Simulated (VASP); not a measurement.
# Te (Pm-3n) in VASP: further runs

The runs below take Te through single point, relaxation of cell and atoms, with PBEsol.

All numbers are computed with VASP 6.6.1; they aren't measurements. Logs are shortened: lines on timing, memory, paths and dates and some standing lists are left out, and cuts for length are marked.

## 1. The cell of the first run

Symmetry: Pm-3n, No. 223, cubic system. The conventional cell has a = 6.044 Å, b = 6.044 Å, c = 6.044 Å, α = 90.00°, β = 90.00°, γ = 90.00°. Within 4.4 Å of Te (site symmetry m-3) lie 12 Te at 3.38 Å. Within 4.0 Å of Te (site symmetry -4m2) lie 14 Te at 3.02 to 3.70 Å.

## 2. Single point, PBEsol

INCAR reads:

```
  PREC = Accurate
  ENCUT = 520
  EDIFF = 1E-7
  ISMEAR = -1
  SIGMA = 0.1
  LREAL = False
  LASPH = True
  NELM = 60
  ALGO = Normal
  ISIF = 2
  LWAVE = False
  LCHARG = False
  GGA = PS
  NBANDS = 34
```

KPOINTS reads:

```
Automatic mesh
0
Gamma
  6 6 6
```

POSCAR reads:

```
Te
1.0
    6.0441421583      0.0000000000      0.0000000000
    0.0000000000      6.0441421583      0.0000000000
    0.0000000000      0.0000000000      6.0441421583
Te
8
Direct
    0.0000000000      1.0000000000      0.0000000000
    0.5000000000      0.5000000000      0.5000000000
    0.2500000000      0.0000000000      0.5000000000
    0.7500000000      1.0000000000      0.5000000000
    0.5000000000      0.2500000000      0.0000000000
    0.5000000000      0.7500000000      0.0000000000
    0.0000000000      0.5000000000      0.2500000000
    0.0000000000      0.5000000000      0.7500000000
```

Potentials or basis: VASP PAW PBE potentials, release 64 (Te).

The run is started by

```
$ cat potpaw_PBE.64/Te/POTCAR > POTCAR
$ mpirun -np 1 vasp_std > vasp.out
```

OUTCAR:

```text
PREC = Accurate
   ENCUT = 520
   EDIFF = 1E-7
   ISMEAR = -1
   LREAL = False
   LASPH = True
   NELM = 60
   ISIF = 2
   GGA = PS

 ion  position               nearest neighbor table
   1  0.000  0.000  0.000-   3 3.38   4 3.38   5 3.38   6 3.38   7 3.38   8 3.38   3 3.38   4 3.38
                             7 3.38   8 3.38   5 3.38   6 3.38
   2  0.500  0.500  0.500-   3 3.38   4 3.38   5 3.38   6 3.38   7 3.38   8 3.38   5 3.38   6 3.38
                             3 3.38   4 3.38   7 3.38   8 3.38
   3  0.250  0.000  0.500-   4 3.02   4 3.02   1 3.38   1 3.38   2 3.38   2 3.38
   4  0.750  0.000  0.500-   3 3.02   3 3.02   1 3.38   1 3.38   2 3.38   2 3.38
   5  0.500  0.250  0.000-   6 3.02   6 3.02   1 3.38   2 3.38   2 3.38   1 3.38
   6  0.500  0.750  0.000-   5 3.02   5 3.02   1 3.38   2 3.38   2 3.38   1 3.38
   7  0.000  0.500  0.250-   8 3.02   8 3.02   1 3.38   2 3.38   1 3.38   2 3.38
   8  0.000  0.500  0.750-   7 3.02   7 3.02   1 3.38   2 3.38   1 3.38   2 3.38

  LATTYP: Found a simple cubic cell.
 ALAT       =     6.0441421583

  Lattice vectors:

 A1 = (   6.0441421583,   0.0000000000,   0.0000000000)
 A2 = (   0.0000000000,   6.0441421583,   0.0000000000)
 A3 = (   0.0000000000,   0.0000000000,   6.0441421583)

Analysis of symmetry for initial positions (statically):
=====================================================================
 Subroutine PRICEL returns:
 Original cell was already a primitive cell.

 Routine SETGRP: Setting up the symmetry group for a
 simple cubic supercell.

 Subroutine GETGRP returns: Found 48 space group operations
 (whereof 24 operations were pure point group operations)
 out of a pool of 48 trial point group operations.

The static configuration has the point symmetry T_h .
 The point group associated with its full space group is O_h .

Analysis of symmetry for dynamics (positions and initial velocities):
=====================================================================
 Subroutine PRICEL returns:
 Original cell was already a primitive cell.

 Routine SETGRP: Setting up the symmetry group for a
 simple cubic supercell.

 Subroutine GETGRP returns: Found 48 space group operations
 (whereof 24 operations were pure point group operations)
 out of a pool of 48 trial point group operations.

The dynamic configuration has the point symmetry T_h .
 The point group associated with its full space group is O_h .

 Subroutine INISYM returns: Found 48 space group operations
 (whereof 24 operations are pure point group operations),
 and found     1 'primitive' translations

----------------------------------------------------------------------------------------

                                     Primitive cell

  volume of cell :     220.8025

  direct lattice vectors                    reciprocal lattice vectors
     6.044142158  0.000000000  0.000000000     0.165449451  0.000000000  0.000000000
     0.000000000  6.044142158  0.000000000     0.000000000  0.165449451  0.000000000
     0.000000000  0.000000000  6.044142158     0.000000000  0.000000000  0.165449451

  length of vectors
     6.044142158  6.044142158  6.044142158     0.165449451  0.165449451  0.165449451

  position of ions in fractional coordinates (direct lattice)
     0.000000000  0.000000000  0.000000000
     0.500000000  0.500000000  0.500000000
     0.250000000  0.000000000  0.500000000
     0.750000000  0.000000000  0.500000000
     0.500000000  0.250000000  0.000000000
     0.500000000  0.750000000  0.000000000
     0.000000000  0.500000000  0.250000000
     0.000000000  0.500000000  0.750000000

  ion indices of the primitive-cell ions
   primitive index   ion index
                 1           1
                 2           2
                 3           3
                 4           4
                 5           5
                 6           6
                 7           7
                 8           8

----------------------------------------------------------------------------------------

 KPOINTS: Automatic mesh

Automatic generation of k-mesh.
 Grid dimensions read from file:
 generate k-points for:    6    6    6

 Generating k-lattice:

  Cartesian coordinates                     Fractional coordinates (reciprocal lattice)
     0.027574908  0.000000000  0.000000000     0.166666667  0.000000000  0.000000000
     0.000000000  0.027574908  0.000000000     0.000000000  0.166666667  0.000000000
     0.000000000  0.000000000  0.027574908     0.000000000  0.000000000  0.166666667

  Length of vectors
     0.027574908  0.027574908  0.027574908

  Shift w.r.t. Gamma in fractional coordinates (k-lattice)
     0.000000000  0.000000000  0.000000000

 Subroutine IBZKPT returns following result:
 ===========================================

 Found     20 irreducible k-points:

 Following reciprocal coordinates:
            Coordinates               Weight
  0.000000  0.000000  0.000000      1.000000
  0.166667  0.000000  0.000000      6.000000
  0.333333  0.000000  0.000000      6.000000
  0.500000  0.000000  0.000000      3.000000
  0.166667  0.166667  0.000000     12.000000
  0.333333  0.166667  0.000000     24.000000
[... 12 lines left out ...]
  0.500000  0.500000  0.333333      6.000000
  0.500000  0.500000  0.500000      1.000000
   k-points           NKPTS =     20   k-points in BZ     NKDIM =     20   number of bands    NBANDS=     34
   number of dos      NEDOS =    301   number of ions     NIONS =      8
   total plane-waves  NPLWV = 110592
   dimension x,y,z NGX =    48 NGY =   48 NGZ =   48
   dimension x,y,z NGXF=    96 NGYF=   96 NGZF=   96
   ions per type =               8
   NGX,Y,Z   is equivalent  to a cutoff of  13.20, 13.20, 13.20 a.u.
   NGXF,Y,Z  is equivalent  to a cutoff of  26.41, 26.41, 26.41 a.u.
 SYSTEM =  unknown system
   PREC   = accura    normal or accurate (medium, high low for compatibility)
   ISTART =      0    job   : 0-new  1-cont  2-samecut
   ICHARG =      2    charge: 1-file 2-atom 10-const
   ISPIN  =      1    spin polarized calculation?
   LNONCOLLINEAR =      F non collinear calculations
   LSORBIT =      F    spin-orbit coupling
   LASPH  =      T    aspherical Exc in radial PAW
   ENCUT  =  520.0 eV  38.22 Ry    6.18 a.u.  11.24 11.24 11.24*2*pi/ulx,y,z
   NELM   =     60;   NELMIN=  2; NELMDL= -5     # of ELM steps
   EDIFF  = 0.1E-06   stopping-criterion for ELM
   LREAL  =      F    real-space projection
   EDIFFG = 0.1E-05   stopping-criterion for IOM
   NSW    =      0    number of steps for IOM
   IBRION =     -1    ionic relax: 0-MD 1-quasi-New 2-CG
   NFREE  =      0    steps in history (QN), initial steepest desc. (CG)
   ISIF   =      2    stress and relaxation
   ISYM   =      2    0-nonsym 1-usesym 2-fastsym
   POTIM  = 0.5000    time-step for ionic-motion
   TEBEG  =    0.0;   TEEND  =   0.0 temperature during run
   PSTRESS=    0.0 pullay stress
   NELECT =      48.0000    total number of electrons
   NUPDOWN=      -1.0000    fix difference up-down
   EMIN   =  10.00;   EMAX   =-10.00  energy-range for DOS
   EFERMI =   0.00;   METHOD = LEGACY
   ISMEAR =    -1;   SIGMA  =   0.10  broadening in eV -4-tet -1-fermi 0-gaus
   EFERMI_NEDOS =   21; number of points for ismear=-14 and -15
   IALGO  =     38    algorithm
   IMIX   =      4    mixing-type and parameters
     AMIX     =   0.40;   BMIX     =  1.00
     AMIX_MAG =   1.60;   BMIX_MAG =  1.00
  volume/ion in A,a.u.               =      27.60       186.26
  Fermi-wavevector in a.u.,A,eV,Ry     =   0.984360  1.860170 13.183561  0.968964
  Thomas-Fermi vector in A             =   2.115587
   LORBIT       =      0    0 simple, 1 ext, 2 COOP (PROOUT), +10 PAW based schemes
   GGA     = PS    functional components
   LHFCALC =     F    Hartree Fock is set to
   AEXX    =    0.0000 exact exchange contribution
   IVDW    =     0    specifies the selected vdW correction
   LEPSILON=     F    determine dielectric tensor
   LRPA    =     F    only Hartree local field effects (RPA)
 non-spin polarized calculation
  energy-cutoff  :      520.00
  volume of cell :      220.80
 maximum number of plane-waves:      6031
 NGX is ok and might be reduce to    48
   NGX = 23   NGY = 23   NGZ = 23

 number of electron      48.0000009 magnetization

 Free energy of the ion-electron system (eV)
  ---------------------------------------------------
  ext. energy  EPLUGINS =         0.00000000
  ---------------------------------------------------
  free energy    TOTEN  =       -25.25311967 eV

  energy without entropy =      -24.96562496  energy(sigma->0) =      -25.10937232

 E-fermi :   8.0550     XC(G=0): -10.3259

 val. band max:        8.0047668117   @ k =   0.3333   0.3333   0.1667
 cond. band min:       8.0555185052   @ k =   0.5000   0.3333   0.0000
 fundamental gap:      0.0507516935
 Fermi energy:         8.0549954984

 k-point     1 :       0.0000    0.0000    0.0000
  band No.  band energies     occupation
      1      -6.0799      2.00000
      2      -3.6222      2.00000
      3      -3.6222      2.00000
      4      -3.4579      2.00000
      5      -1.8637      2.00000
      6      -1.8637      2.00000
[... 26 lines left out ...]
     33      13.1905      0.00000
     34      14.8342      0.00000

 k-point     2 :       0.1667    0.0000    0.0000
  band No.  band energies     occupation
      1      -5.9771      2.00000
      2      -3.9054      2.00000
      3      -3.5400      2.00000
      4      -3.4398      2.00000
      5      -1.9380      2.00000
      6      -1.8933      2.00000
[... 26 lines left out ...]
     33      13.5749      0.00000
     34      13.8933      0.00000

 k-point     3 :       0.3333    0.0000    0.0000
  band No.  band energies     occupation
      1      -5.6729      2.00000
      2      -4.5522      2.00000
      3      -3.3210      2.00000
      4      -3.2643      2.00000
      5      -2.2167      2.00000
      6      -2.1490      2.00000
[... 26 lines left out ...]
     33      13.1207      0.00000
     34      14.3613      0.00000

 k-point     4 :       0.5000    0.0000    0.0000
  band No.  band energies     occupation
      1      -5.1834      2.00000
      2      -5.1834      2.00000
      3      -3.1366      2.00000
      4      -3.1366      2.00000
      5      -2.3879      2.00000
      6      -2.3879      2.00000
[... 26 lines left out ...]
     33      13.7566      0.00000
     34      13.7595      0.00000

 k-point     5 :       0.1667    0.1667    0.0000
  band No.  band energies     occupation
      1      -5.8746      2.00000
      2      -3.8360      2.00000
      3      -3.7986      2.00000
      4      -3.4115      2.00000
      5      -2.1443      2.00000
      6      -1.9732      2.00000
[... 473 lines left out ...]
 k-point    18 :       0.5000    0.3333    0.3333
  band No.  band energies     occupation
      1      -4.4054      2.00000
      2      -4.4054      2.00000
      3      -3.4722      2.00000
      4      -3.4722      2.00000
      5      -3.2636      2.00000
      6      -3.2636      2.00000
[... 26 lines left out ...]
     33      13.7155      0.00000
     34      13.7155      0.00000

 k-point    19 :       0.5000    0.5000    0.3333
  band No.  band energies     occupation
      1      -3.9824      2.00000
      2      -3.9824      2.00000
      3      -3.9822      2.00000
      4      -3.8329      2.00000
      5      -3.0246      2.00000
      6      -3.0076      2.00000
[... 26 lines left out ...]
     33      14.3162      0.00000
     34      14.3556      0.00000

 k-point    20 :       0.5000    0.5000    0.5000
  band No.  band energies     occupation
      1      -3.6266      2.00000
      2      -3.6266      2.00000
      3      -3.4607      2.00000
      4      -3.4607      2.00000
      5      -3.4607      2.00000
      6      -3.4607      2.00000
[... 26 lines left out ...]
     33      15.3815      0.00000
     34      15.3815      0.00000

------------------------ aborting loop because EDIFF is reached ----------------------------------------

  FORCE on cell =-STRESS in cart. coord.  units (eV):
  Direction    XX          YY          ZZ          XY          YZ          ZX
  --------------------------------------------------------------------------------------
  -------------------------------------------------------------------------------------
  Total       -0.5802167     -0.5802167     -0.5802167     -0.0000000      0.0000000      0.0000000
  in kB       -4.2101422     -4.2101422     -4.2101422     -0.0000000      0.0000000      0.0000000
  external PRESSURE =      -4.2101422 kB  Pullay stress =       0.0000000 kB

 VOLUME and BASIS-vectors are now :
 -----------------------------------------------------------------------------
  energy-cutoff  :      520.00
  volume of cell :      220.80
      direct lattice vectors                 reciprocal lattice vectors
     6.044142158  0.000000000  0.000000000     0.165449451  0.000000000  0.000000000
     0.000000000  6.044142158  0.000000000     0.000000000  0.165449451  0.000000000
     0.000000000  0.000000000  6.044142158     0.000000000  0.000000000  0.165449451

 POSITION                                       TOTAL-FORCE (eV/Angst)
 -----------------------------------------------------------------------------------
      0.00000      0.00000      0.00000        -0.000000     -0.000000     -0.000000
      3.02207      3.02207      3.02207        -0.000000     -0.000000     -0.000000
      1.51104      0.00000      3.02207        -0.000000      0.000000      0.000000
      4.53311      0.00000      3.02207         0.000000      0.000000     -0.000000
      3.02207      1.51104      0.00000         0.000000     -0.000000      0.000000
      3.02207      4.53311      0.00000         0.000000      0.000000      0.000000
      0.00000      3.02207      1.51104        -0.000000     -0.000000     -0.000000
      0.00000      3.02207      4.53311         0.000000     -0.000000      0.000000
 -----------------------------------------------------------------------------------
    total drift:                               -0.000000     -0.000000      0.000000

  FREE ENERGIE OF THE ION-ELECTRON SYSTEM (eV)
  ---------------------------------------------------
  free  energy   TOTEN  =       -25.2531196707 eV

  energy  without entropy=      -24.9656249643  energy(sigma->0) =      -25.10937232
```

Run time: 3.3 min. Hardware: 1 thread of Intel Xeon 8259CL, shared host; peak memory 0.37 GiB.

What came out:

```
Free energy            : -25.2531 eV
Pressure               : -0.4 GPa
Band gap on the k mesh : zero (bands 24 and 25 overlap by 1.50 eV)
```

Caveat: the PAW data sets were made with another functional, which shifts forces and pressure a little; spin-orbit coupling is left out, which moves the levels of the heavy elements.

[end of part 1 of 2]
